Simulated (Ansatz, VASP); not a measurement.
Two plane-wave programs on Ta2PbO3

INCAR

```
SYSTEM = Ta2PbO3
PREC = Accurate ; ENCUT = 600
EDIFF = 1E-6 ; ISMEAR = 0
SIGMA = 0.1 ; LREAL = .FALSE.
LASPH = .TRUE. ; NELM = 60
ALGO = Normal ; ISIF = 3
LWAVE = .FALSE. ; LCHARG = .FALSE.
GGA = PE ; IBRION = 2
NSW = 100 ; EDIFFG = -0.01
```

KPOINTS

```
Automatic mesh
0
G
  12 12 4
  0 0 0
```

Contents of POSCAR:

```
Ta2PbO3
1.0
    3.6441935424      0.0000000000      0.0000000000
   -1.8220967712      3.1559641840      0.0000000000
    0.0000000000      0.0000000000      7.6430946482
Ta Pb O
2 1 3
Direct
    0.6666666667      0.3333333333      0.6186372863
    0.3333333333      0.6666666667      0.3813627137
    0.0000000000      0.0000000000      0.0000000000
    0.6666666667      0.3333333333      0.3343919337
    0.3333333333      0.6666666667      0.6656080663
    0.0000000000      0.0000000000      0.5000000000
```

Input for Ansatz:

```yaml
crystal:
  lattice:
    - [3.6441935424, 0.0, 0.0]
    - [-1.8220967712, 3.155964184, 0.0]
    - [0.0, 0.0, 7.6430946482]
  atoms:
    - { symbol: Ta, position: [0.6666666667, 0.3333333333, 0.6186372863] }
    - { symbol: Ta, position: [0.3333333333, 0.6666666667, 0.3813627137] }
    - { symbol: Pb, position: [0.0, 0.0, 0.0] }
    - { symbol: O, position: [0.6666666667, 0.3333333333, 0.3343919337] }
    - { symbol: O, position: [0.3333333333, 0.6666666667, 0.6656080663] }
    - { symbol: O, position: [0.0, 0.0, 0.5] }
basis:
  ecutwfc: 420
kpoints:
  mp_grid: { grid: [12, 12, 4] }
hamiltonian:
  xc: pbe
scf:
  occupations: { method: gaussian, width: 0.1 }
output:
  forces: true
  stress: true
  eigenvalues: true
  write_density: true
  write_potential: true
  elf: true
  volumetric_format: npy
relax:
  adjacent_minimum: "off"
  f_tol: 0.01
  max_steps: 80
  cell: { stress_tol: 0.05 }
```

Change from the starting cell: species swapped into the Li3PrSb2 type (P-3m1, No. 164).

Alike in both runs: task relaxation of cell and atoms; functional PBE; k mesh 12 × 12 × 4; occupations gaussian, width 0.1 eV; no spin polarisation.

|  | VASP | Ansatz |
| --- | --- | --- |
| version | VASP 6.6.1 | Ansatz 0.2.0 |
| potentials or method | VASP PAW PBE potentials, release 64 (Ta_pv, Pb_d, O), cutoff 600 eV | scalar-relativistic, plane waves, PAW |
| valence electrons in the cell | 54 | 58 |

```csv
,VASP,Ansatz,Ansatz less VASP
"gap on the k mesh at the Fermi level, each at its own relaxed structure (eV)",none,none,-
relaxed volume (Å³/atom),14.71,14.74,+0.033
relaxed cell length with the largest relative difference (Å),7.639,7.669,+0.0305
```

A gap of «none» marks a metal or a gap that the smearing closes. VASP's potentials hold 54 valence electrons a cell and Ansatz's 58, so a difference there can come from the potentials and not from the codes.

Neither program's run includes spin-orbit coupling.
